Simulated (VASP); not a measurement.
Y:

```xyz
1
Lattice="0.0000 2.5520 2.5520 2.5520 0.0000 2.5520 2.5520 2.5520 0.0000" Properties=species:S:1:pos:R:3 pbc="T T T"
Y     0.0000    0.0000    0.0000
```

This isn't the form of Y at room conditions, which is hcp.

```yaml
Program: VASP 6.6.1
Task: relaxation of cell and atoms
Functional: revPBE
Dispersion: D3(BJ)
Potentials_or_basis: VASP PAW PBE potentials, release 64 (Y_sv)
Cutoff: 600 eV
k_mesh: 9 × 9 × 9
Occupations: gaussian, width 0.15 eV
Spin: collinear spin
Starting_moments: "[1.0] μB"
Fixed_moment: 1 μB
```

At the start: pressure -1.1 GPa; volume 33.24 Å³/atom.

Task: How do energy, volume and symmetry change on relaxing?

Result: Over 3 steps the energy falls by 3.5 meV/atom and the volume is 32.27 Å³/atom (-2.9 %); space group Fm-3m (No. 225, to 0.1 Å) before and after; moment 1.00 μB per cell.

Step by step:
```csv
step,energy change (eV),largest force (eV/Å),pressure (GPa),volume (Å³)
1,0.0000,0.0000,-1.14,33.24
2,-0.0034,0.0000,0.19,32.12
3,-0.0035,0.0000,0.00,32.27
```

Final structure:
```xyz
1
Lattice="0.0000 2.5268 2.5268 2.5268 0.0000 2.5268 2.5268 2.5268 0.0000" Properties=species:S:1:pos:R:3 pbc="T T T"
Y     0.0000    0.0000    0.0000
```

Caveat: the PAW data sets were made with another functional, which shifts forces and pressure a little; the total moment is fixed, so each spin has its own Fermi level and the state may be an excited one.
